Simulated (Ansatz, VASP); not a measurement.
# AlN: VASP beside Ansatz

```
CELL_PARAMETERS angstrom
-3.11100 0.00000 0.00000
-1.55550 -2.69421 0.00000
0.00000 0.00000 15.95600
ATOMIC_POSITIONS crystal
Al 0.33333 0.33333 0.56391
Al 0.33333 0.33333 0.25193
Al 0.66667 0.66667 0.09593
Al 0.66667 0.66667 0.40792
N 0.33333 0.33333 0.06006
N 0.33333 0.33333 0.37204
N 0.66667 0.66667 0.21605
N 0.66667 0.66667 0.52803
```

Alike in both runs: task single point; functional r2SCAN; k mesh 8 × 8 × 3; occupations gaussian, width 0.05 eV; no spin polarisation.

|  | VASP | Ansatz |
| --- | --- | --- |
| version | VASP 6.6.1 | Ansatz 0.2.0 |
| potentials or method | VASP PAW PBE potentials, release 64 (Al, N), cutoff 520 eV | scalar-relativistic, plane waves, PAW |
| valence electrons in the cell | 32 | 32 |

|  | VASP | Ansatz | Ansatz less VASP |
| --- | --- | --- | --- |
| gap on the k mesh at the Fermi level (eV) | none | none | - |
| rms of the force components (eV/Å) | 0.793 | 0.798 | +0.0048 |

VASP's potentials were made for PBE, not for r2SCAN. Atom by atom the forces differ by 0.009 eV/Å (rms over components). A gap of «none» marks a metal or a gap that the smearing closes. With one functional, cell and mesh, what is left measures potentials, basis and numerics.
